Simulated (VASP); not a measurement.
# TePb (Immm) in VASP: further runs

TePb is run at these levels: PBE; tasks: relaxation of the atoms.

Everything below comes from runs of VASP 6.6.1. Logs are shortened: lines on timing, memory, paths and dates and some standing lists are left out, and cuts for length are marked.

### 1 The cell of the first run

The structure is orthorhombic, space group Immm (No. 71). The conventional cell has a = 4.599 Å, b = 4.664 Å, c = 6.577 Å, α = 90.00°, β = 90.00°, γ = 90.00°. Pb (site symmetry mmm) has 6 Te at 3.28 to 3.29 Å within 4.3 Å. Within 4.3 Å of Te (site symmetry mmm) lie 6 Pb at 3.28 to 3.29 Å.

### 2 Relaxation of the atoms, PBE (strained cell)

Contents of INCAR:

```
PREC = Accurate
ENCUT = 450
EDIFF = 1E-7
ISMEAR = 0
SIGMA = 0.02
LREAL = False
LASPH = True
NELM = 120
ALGO = Normal
ISIF = 2
LWAVE = False
LCHARG = False
GGA = PE
IBRION = 2
NSW = 60
EDIFFG = -0.002
GGA_COMPAT = False
NELMIN = 4
```

Contents of KPOINTS:

```
regular mesh
0
Gamma
  6 6 6
```

Contents of POSCAR:

```
TePb
1.0
   -0.0230472572      3.2751525754      3.2884504683
    3.2751525754     -0.0230472572      3.2884504683
    3.2521053182      3.2521053182      0.0000000000
Pb Te
1 1
Direct
    0.0000000000      0.0000000000      0.0000000000
    0.5000000000      0.5000000000      0.5000000000
```

Potentials or basis: VASP PAW PBE potentials, release 64 (Pb_d, Te).

Started as:

```sh
$ cat potpaw_PBE.64/Pb_d/POTCAR potpaw_PBE.64/Te/POTCAR > POTCAR
$ mpirun -np 1 vasp_std > vasp.out
```

OUTCAR:

```text
PREC = Accurate
   ENCUT = 450
   EDIFF = 1E-7
   ISMEAR = 0
   LREAL = False
   LASPH = True
   NELM = 120
   ISIF = 2
   GGA = PE
   IBRION = 2
   NSW = 60
   EDIFFG = -0.002
   NELMIN = 4

 ion  position               nearest neighbor table
   1  0.000  0.000  0.000-   2 3.28   2 3.28   2 3.28   2 3.28   2 3.29   2 3.29
   2  0.500  0.500  0.500-   1 3.28   1 3.28   1 3.28   1 3.28   1 3.29   1 3.29

  LATTYP: Found a body centered orthorhombic cell.
 ALAT       =     4.5991714473
 B/A-ratio  =     1.0141737459
 C/A-ratio  =     1.4300186484

  Lattice vectors:

 A1 = (   0.0230472572,  -3.2751525754,  -3.2884504683)
 A2 = (  -0.0230472572,   3.2751525754,  -3.2884504683)
 A3 = (   3.2751525754,  -0.0230472572,   3.2884504683)

Analysis of symmetry for initial positions (statically):
=====================================================================
 Subroutine PRICEL returns:
 Original cell was already a primitive cell.

 Routine SETGRP: Setting up the symmetry group for a
 body centered orthorhombic supercell.

 Subroutine GETGRP returns: Found  8 space group operations
 (whereof  8 operations were pure point group operations)
 out of a pool of  8 trial point group operations.

The static configuration has the point symmetry D_2h.

Analysis of symmetry for dynamics (positions and initial velocities):
=====================================================================
 Subroutine PRICEL returns:
 Original cell was already a primitive cell.

 Routine SETGRP: Setting up the symmetry group for a
 body centered orthorhombic supercell.

 Subroutine GETGRP returns: Found  8 space group operations
 (whereof  8 operations were pure point group operations)
 out of a pool of  8 trial point group operations.

The dynamic configuration has the point symmetry D_2h.

 Subroutine INISYM returns: Found  8 space group operations
 (whereof  8 operations are pure point group operations),
 and found     1 'primitive' translations

----------------------------------------------------------------------------------------

                                     Primitive cell

  volume of cell :      70.5445

  direct lattice vectors                    reciprocal lattice vectors
    -0.023047257  3.275152575  3.288450468    -0.151597849  0.151597849  0.152047295
     3.275152575 -0.023047257  3.288450468     0.151597849 -0.151597849  0.152047295
     3.252105318  3.252105318  0.000000000     0.153746558  0.153746558 -0.152047295

  length of vectors
     4.641234970  4.641234970  4.599171447     0.262834921  0.262834921  0.265319408

  position of ions in fractional coordinates (direct lattice)
     0.000000000  0.000000000  0.000000000
     0.500000000  0.500000000  0.500000000

  ion indices of the primitive-cell ions
   primitive index   ion index
                 1           1
                 2           2

----------------------------------------------------------------------------------------

 KPOINTS: regular mesh

Automatic generation of k-mesh.
 Grid dimensions read from file:
 generate k-points for:    6    6    6

 Generating k-lattice:

  Cartesian coordinates                     Fractional coordinates (reciprocal lattice)
    -0.025266308  0.025266308  0.025341216     0.166666667  0.000000000  0.000000000
     0.025266308 -0.025266308  0.025341216     0.000000000  0.166666667  0.000000000
     0.025624426  0.025624426 -0.025341216    -0.000000000 -0.000000000  0.166666667

  Length of vectors
     0.043805820  0.043805820  0.044219901

  Shift w.r.t. Gamma in fractional coordinates (k-lattice)
     0.000000000  0.000000000  0.000000000

 Subroutine IBZKPT returns following result:
 ===========================================

 Found     46 irreducible k-points:

 Following reciprocal coordinates:
            Coordinates               Weight
  0.000000  0.000000  0.000000      1.000000
  0.166667  0.000000  0.000000      4.000000
  0.333333  0.000000  0.000000      4.000000
  0.500000  0.000000  0.000000      2.000000
  0.166667  0.166667  0.000000      2.000000
  0.333333  0.166667  0.000000      4.000000
[... 16 lines left out ...]
 -0.166667  0.333333  0.166667      4.000000
  0.500000  0.500000  0.166667      4.000000
 [... further k-points ...]
   k-points           NKPTS =     46   k-points in BZ     NKDIM =     46   number of bands    NBANDS=     14
   number of dos      NEDOS =    301   number of ions     NIONS =      2
   total plane-waves  NPLWV =  32768
   dimension x,y,z NGX =    32 NGY =   32 NGZ =   32
   dimension x,y,z NGXF=    64 NGYF=   64 NGZF=   64
   ions per type =               1   1
   NGX,Y,Z   is equivalent  to a cutoff of  11.46, 11.46, 11.57 a.u.
   NGXF,Y,Z  is equivalent  to a cutoff of  22.92, 22.92, 23.13 a.u.
 SYSTEM =  unknown system
   PREC   = accura    normal or accurate (medium, high low for compatibility)
   ISTART =      0    job   : 0-new  1-cont  2-samecut
   ICHARG =      2    charge: 1-file 2-atom 10-const
   ISPIN  =      1    spin polarized calculation?
   LNONCOLLINEAR =      F non collinear calculations
   LSORBIT =      F    spin-orbit coupling
   LASPH  =      T    aspherical Exc in radial PAW
   ENCUT  =  450.0 eV  33.07 Ry    5.75 a.u.   8.03  8.03  7.96*2*pi/ulx,y,z
   NELM   =    120;   NELMIN=  4; NELMDL= -5     # of ELM steps
   EDIFF  = 0.1E-06   stopping-criterion for ELM
   LREAL  =      F    real-space projection
   EDIFFG = -.2E-02   stopping-criterion for IOM
   NSW    =     60    number of steps for IOM
   IBRION =      2    ionic relax: 0-MD 1-quasi-New 2-CG
   NFREE  =      1    steps in history (QN), initial steepest desc. (CG)
   ISIF   =      2    stress and relaxation
   ISYM   =      2    0-nonsym 1-usesym 2-fastsym
   POTIM  = 0.5000    time-step for ionic-motion
   TEBEG  =    0.0;   TEEND  =   0.0 temperature during run
   PSTRESS=    0.0 pullay stress
   NELECT =      20.0000    total number of electrons
   NUPDOWN=      -1.0000    fix difference up-down
   EMIN   =  10.00;   EMAX   =-10.00  energy-range for DOS
   EFERMI =   0.00;   METHOD = LEGACY
   ISMEAR =     0;   SIGMA  =   0.02  broadening in eV -4-tet -1-fermi 0-gaus
   EFERMI_NEDOS =   21; number of points for ismear=-14 and -15
   IALGO  =     38    algorithm
   IMIX   =      4    mixing-type and parameters
     AMIX     =   0.40;   BMIX     =  1.00
     AMIX_MAG =   1.60;   BMIX_MAG =  1.00
  volume/ion in A,a.u.               =      35.27       238.03
  Fermi-wavevector in a.u.,A,eV,Ry     =   1.075467  2.032338 15.736905  1.156630
  Thomas-Fermi vector in A             =   2.211325
   LORBIT       =      0    0 simple, 1 ext, 2 COOP (PROOUT), +10 PAW based schemes
   GGA     = PE    functional components
   LHFCALC =     F    Hartree Fock is set to
   AEXX    =    0.0000 exact exchange contribution
   IVDW    =     0    specifies the selected vdW correction
   LEPSILON=     F    determine dielectric tensor
   LRPA    =     F    only Hartree local field effects (RPA)
 conjugate gradient relaxation of ions
 non-spin polarized calculation
 Gauss-broadening in eV      SIGMA  =   0.02
  energy-cutoff  :      450.00
  volume of cell :       70.54
 maximum number of plane-waves:      1556
   NGX = 17   NGY = 17   NGZ = 15

 number of electron      19.9999999 magnetization

 Free energy of the ion-electron system (eV)
  ---------------------------------------------------
  ext. energy  EPLUGINS =         0.00000000
  ---------------------------------------------------
  free energy    TOTEN  =        -7.52317467 eV

  energy without entropy =       -7.52317467  energy(sigma->0) =       -7.52317467

 E-fermi :   5.2149     XC(G=0):  -9.1007

 val. band max:        5.0833192218   @ k =   0.5000   0.0000   0.0000
 cond. band min:       5.8424606790   @ k =  -0.0000  -0.0000   0.5000
 fundamental gap:      0.7591414572
 Fermi energy:         5.2148795487

 k-point     1 :       0.0000    0.0000    0.0000
  band No.  band energies     occupation
      1     -11.5992      2.00000
      2     -11.5968      2.00000
      3     -11.5929      2.00000
      4     -11.5916      2.00000
      5     -11.5905      2.00000
      6      -6.5978      2.00000
      7      -0.6477      2.00000
      8       3.8101      2.00000
      9       3.9056      2.00000
     10       3.9260      2.00000
     11       9.0248      0.00000
     12       9.0950      0.00000
     13       9.1349      0.00000
     14      10.8847      0.00000

 k-point     2 :       0.1667    0.0000    0.0000
  band No.  band energies     occupation
      1     -11.6021      2.00000
      2     -11.5995      2.00000
      3     -11.5907      2.00000
      4     -11.5896      2.00000
      5     -11.5873      2.00000
      6      -6.3781      2.00000
      7      -1.2862      2.00000
      8       3.9415      2.00000
      9       3.9940      2.00000
     10       4.1821      2.00000
     11       7.9648      0.00000
     12       8.2105      0.00000
     13       8.2386      0.00000
     14      10.8151      0.00000

 k-point     3 :       0.3333    0.0000    0.0000
  band No.  band energies     occupation
      1     -11.6083      2.00000
      2     -11.6056      2.00000
      3     -11.5894      2.00000
      4     -11.5822      2.00000
      5     -11.5802      2.00000
      6      -5.7833      2.00000
      7      -2.5431      2.00000
      8       4.1466      2.00000
      9       4.1933      2.00000
     10       4.7224      2.00000
     11       6.5894      0.00000
     12       6.9930      0.00000
     13       7.0348      0.00000
     14      11.7025      0.00000

 k-point     4 :       0.5000    0.0000    0.0000
  band No.  band energies     occupation
      1     -11.6114      2.00000
      2     -11.6086      2.00000
      3     -11.5889      2.00000
      4     -11.5785      2.00000
      5     -11.5765      2.00000
      6      -5.2866      2.00000
      7      -3.3181      2.00000
      8       4.3067      2.00000
      9       4.3510      2.00000
     10       5.0833      2.00000
     11       5.9040      0.00000
     12       6.4450      0.00000
     13       6.4942      0.00000
     14      13.3777      0.00000

 k-point     5 :       0.1667    0.1667    0.0000
  band No.  band energies     occupation
      1     -11.6079      2.00000
      2     -11.5945      2.00000
      3     -11.5927      2.00000
      4     -11.5879      2.00000
      5     -11.5865      2.00000
      6      -6.3073      2.00000
      7      -1.3063      2.00000
      8       3.4091      2.00000
      9       3.5314      2.00000
     10       4.7695      2.00000
     11       6.8423      0.00000
[... 276 lines left out ...]
 k-point    22 :      -0.3333    0.3333    0.1667
  band No.  band energies     occupation
      1     -11.6265      2.00000
      2     -11.6009      2.00000
      3     -11.5854      2.00000
      4     -11.5834      2.00000
      5     -11.5739      2.00000
      6      -5.0291      2.00000
      7      -2.9418      2.00000
      8       2.0310      2.00000
      9       2.1364      2.00000
     10       4.7467      2.00000
     11       6.6573      0.00000
     12       9.5073      0.00000
     13       9.8016      0.00000
     14      11.6672      0.00000

 k-point    23 :      -0.1667    0.3333    0.1667
  band No.  band energies     occupation
      1     -11.6235      2.00000
      2     -11.5994      2.00000
      3     -11.5917      2.00000
      4     -11.5779      2.00000
      5     -11.5770      2.00000
      6      -5.3601      2.00000
      7      -2.6261      2.00000
      8       2.3099      2.00000
      9       2.7224      2.00000
     10       4.2180      2.00000
     11       7.3520      0.00000
     12       8.7800      0.00000
     13       9.4988      0.00000
     14      10.7143      0.00000

 k-point    24 :       0.5000    0.5000    0.1667
  band No.  band energies     occupation
      1     -11.6367      2.00000
      2     -11.5946      2.00000
      3     -11.5927      2.00000
      4     -11.5761      2.00000
      5     -11.5723      2.00000
      6      -5.1504      2.00000
      7      -2.4722      2.00000
      8       1.4875      2.00000
      9       2.7468      2.00000
     10       2.9411      2.00000
     11       8.8937      0.00000
     12       9.3765      0.00000
     13       9.7670      0.00000
     14      10.4751      0.00000

 [... further k-points ...]

------------------------ aborting loop because EDIFF is reached ----------------------------------------

  FORCE on cell =-STRESS in cart. coord.  units (eV):
  Direction    XX          YY          ZZ          XY          YZ          ZX
  --------------------------------------------------------------------------------------
  -------------------------------------------------------------------------------------
  Total        0.1398580      0.1398580     -0.0392292      0.0877720      0.0000000      0.0000000
  in kB        3.1763984      3.1763984     -0.8909582      1.9934430      0.0000000      0.0000000
  external PRESSURE =       1.8206129 kB  Pullay stress =       0.0000000 kB

 VOLUME and BASIS-vectors are now :
 -----------------------------------------------------------------------------
  energy-cutoff  :      450.00
  volume of cell :       70.54
      direct lattice vectors                 reciprocal lattice vectors
    -0.023047257  3.275152575  3.288450468    -0.151597849  0.151597849  0.152047295
     3.275152575 -0.023047257  3.288450468     0.151597849 -0.151597849  0.152047295
     3.252105318  3.252105318  0.000000000     0.153746558  0.153746558 -0.152047295

 POSITION                                       TOTAL-FORCE (eV/Angst)
 -----------------------------------------------------------------------------------
      0.00000      0.00000      0.00000         0.000000      0.000000      0.000000
      3.25211      3.25211      3.28845        -0.000000      0.000000     -0.000000
 -----------------------------------------------------------------------------------
    total drift:                                0.000000     -0.000000     -0.000000

  FREE ENERGIE OF THE ION-ELECTRON SYSTEM (eV)
  ---------------------------------------------------
  free  energy   TOTEN  =        -7.5231746702 eV

  energy  without entropy=       -7.5231746702  energy(sigma->0) =       -7.52317467

 reached required accuracy - stopping structural energy minimisation
```

It took 48 s on 1 thread of Oxide Virtual Turin-like, shared host; peak memory 0.16 GiB.

Results:

| Quantity | Value |
| --- | --- |
| Free energy | -7.5232 eV |
| Pressure after relaxing | 0.2 GPa |
| Band gap on the k mesh | 0.76 eV (least direct gap 0.82 eV) |

Stress tensor (GPa, compression positive):
```
 0.32  0.20  0.00
 0.20  0.32  0.00
 0.00  0.00 -0.09
```

Final structure:
```cif
data_structure
_symmetry_space_group_name_H-M 'P 1'
_symmetry_Int_Tables_number 1
_cell_length_a 4.6412
_cell_length_b 4.6412
_cell_length_c 4.5992
_cell_angle_alpha 60.299
_cell_angle_beta 60.299
_cell_angle_gamma 60.330
_cell_volume 70.54
loop_
_atom_site_label
_atom_site_type_symbol
_atom_site_fract_x
_atom_site_fract_y
_atom_site_fract_z
_atom_site_occupancy
Pb1 Pb 0.00000 0.00000 0.00000 1
Te1 Te 0.50000 0.50000 0.50000 1
```

Levels at points of the mesh, in eV from the valence-band top:
| k point | band 6 | band 7 | band 8 | band 9 | band 10 | band 11 | band 12 | band 13 | band 14 |
| --- | --- | --- | --- | --- | --- | --- | --- | --- | --- |
| (0.00, 0.00, 0.00) | -11.68 | -5.73 | -1.27 | -1.18 | -1.16 | 3.94 | 4.01 | 4.05 | 5.80 |
| (0.50, 0.00, 0.00) | -10.37 | -8.40 | -0.78 | -0.73 | 0.00 | 0.82 | 1.36 | 1.41 | 8.29 |
| (0.50, 0.50, 0.00) | -10.17 | -7.24 | -4.17 | -2.63 | -2.50 | 3.47 | 5.28 | 5.33 | 6.39 |
| (0.00, 0.00, 0.50) | -10.35 | -8.37 | -0.80 | -0.78 | -0.06 | 0.76 | 1.31 | 1.34 | 8.33 |
| (0.50, 0.00, 0.50) | -10.15 | -7.26 | -4.18 | -2.59 | -2.55 | 3.45 | 5.24 | 5.33 | 6.45 |

Caveat: the cell differs from its parent crystal (strained cell); spin-orbit coupling is left out, which moves the levels of the heavy elements.

(Continued in part 2 of 2.)
